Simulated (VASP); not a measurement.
# KI: single point with PBEsol

The system is KI.

```
K I
1.0
     0.00000    3.52455    3.52455
     3.52455    0.00000    3.52455
     3.52455    3.52455    0.00000
K I
1 1
Direct
  0.03009 0.96991 0.00000
  0.50000 0.50000 0.50000
```

This cell differs from its parent crystal: all K atoms moved -0.150 Å, as atom 1 along Cartesian [1 -1 0].

```json
{
 "Program": "VASP 6.6.1",
 "Task": "single point",
 "Functional": "PBEsol",
 "Potentials or basis": "VASP PAW PBE potentials, release 64 (K_sv, I)",
 "Cutoff": "520 eV",
 "k mesh": "6 × 6 × 6",
 "Occupations": "gaussian, width 0.05 eV",
 "Spin": "no spin polarisation",
 "Dipole correction": "no",
 "Further INCAR settings": "ALGO = Normal; EDIFF = 1e-06; NBANDS = 15"
}
```

| Item | Value |
| --- | --- |
| Pressure | -0.1 GPa |
| Largest force | 0.153 eV/Å |
| Band gap on the k mesh | 3.83 eV, direct |

Forces on the atoms (eV/Å):
```
K    0.108 -0.108  0.000
I   -0.108  0.108  0.000
```

Stress tensor (GPa, compression positive):
```
-0.02  0.04  0.00
 0.04 -0.02  0.00
 0.00  0.00 -0.19
```

Levels at points of the mesh, in eV from the valence-band top:
```
           k point  band 6  band 7  band 8  band 9  band 10  band 11
(0.00, 0.00, 0.00)    0.00    0.00    0.00    3.83     6.43     6.44
(0.50, 0.00, 0.00)   -1.36   -0.35   -0.34    5.39     7.61     8.05
(0.00, 0.00, 0.50)   -1.36   -0.34   -0.34    5.38     7.55     8.03
(0.50, 0.50, 0.00)   -1.03   -0.38   -0.38    4.84     5.69     8.09
(0.00, 0.50, 0.50)   -1.02   -0.38   -0.37    4.83     5.69     8.10
```

It took 31 s on 1 thread of Intel(R) Xeon(R) 6975P-C (Granite Rapids), with other jobs on the host, peak memory 0.26 GiB.

Caveat: the cell differs from its parent crystal (all K atoms moved -0.150 Å, as atom 1 along Cartesian [1 -1 0]); the PAW data sets were made with another functional, which shifts forces and pressure a little; spin-orbit coupling is left out, which moves the levels of the heavy elements.
